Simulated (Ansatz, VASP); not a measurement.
## GaB in VASP and in Ansatz

INCAR

```
SYSTEM = GaB
  ALGO = Normal
  EDIFF = 1E-6
  ENCUT = 520
  GGA = RP
  ISIF = 2
  ISMEAR = -1
  LASPH = .True.
  LCHARG = .False.
  LREAL = .False.
  LWAVE = .False.
  NBANDS = 15
  NELM = 80
  PREC = Accurate
  SIGMA = 0.05
```

KPOINTS

```
k-points
0
Gamma
  6 6 5
  0 0 0
```

File POSCAR:

```
GaB
1.0
    2.7182400000      0.0000000000      0.0000000000
    0.0000000000      2.7182400000      0.0000000000
    0.0000000000      0.0000000000      3.2362100000
Ga B
1 1
Direct
    0.5000000000      0.5000000000      0.5000000000
    0.0000000000      0.0000000000      0.0000000000
```

input.yaml

```yaml
crystal:
  lattice:
    - [2.71824, 0.0, 0.0]
    - [0.0, 2.71824, 0.0]
    - [0.0, 0.0, 3.23621]
  atoms:
    - { symbol: Ga, position: [0.5, 0.5, 0.5] }
    - { symbol: B, position: [0.0, 0.0, 0.0] }
hamiltonian:
  xc: rpbe
  pseudopotentials: { kind: paw }
kpoints:
  mp_grid: { grid: [6, 6, 5] }
  band_path:
    path:
      - [[0.0, 0.0, 0.0], [0.0, 0.5, 0.0], [0.5, 0.5, 0.0], [0.0, 0.0, 0.0], [0.0, 0.0, 0.5], [0.0, 0.5, 0.5], [0.5, 0.5, 0.5], [0.0, 0.0, 0.5]]
      - [[0.0, 0.5, 0.0], [0.0, 0.5, 0.5]]
      - [[0.5, 0.5, 0.0], [0.5, 0.5, 0.5]]
    npoints: 14
scf:
  occupations: { method: fermi_dirac, width: 0.05 }
  n_extra_bands: 6
output:
  forces: true
  stress: true
  eigenvalues: true
  fatbands: false
```

Alike in both runs: functional RPBE; k mesh 6 × 6 × 5; occupations fermi-dirac, width 0.05 eV; no spin polarisation.

```csv
,VASP,Ansatz
version,VASP 6.6.1,Ansatz 0.2.0
potentials or method,"VASP PAW PBE potentials, release 64 (Ga_d, B)",Ansatz PAW
plane-wave cutoff (eV),520,420
valence electrons in the cell,16,16
task,single point,band structure
```

Ansatz gave:

- gap on the k mesh at the Fermi level (eV): none
- pressure (GPa): 2.6
- traceless stress, the component that is largest in VASP (GPa): -2.34

Problem. What did VASP give for the same quantities?

Solution. gap on the k mesh at the Fermi level (eV): none; pressure (GPa): 2.8; traceless stress, the component that is largest in VASP (GPa): -2.34.

VASP's potentials were made for PBE, not for RPBE. A gap of «none» marks a metal or a gap that the smearing closes.

The k mesh is coarse, so the values compare programs but aren't converged.
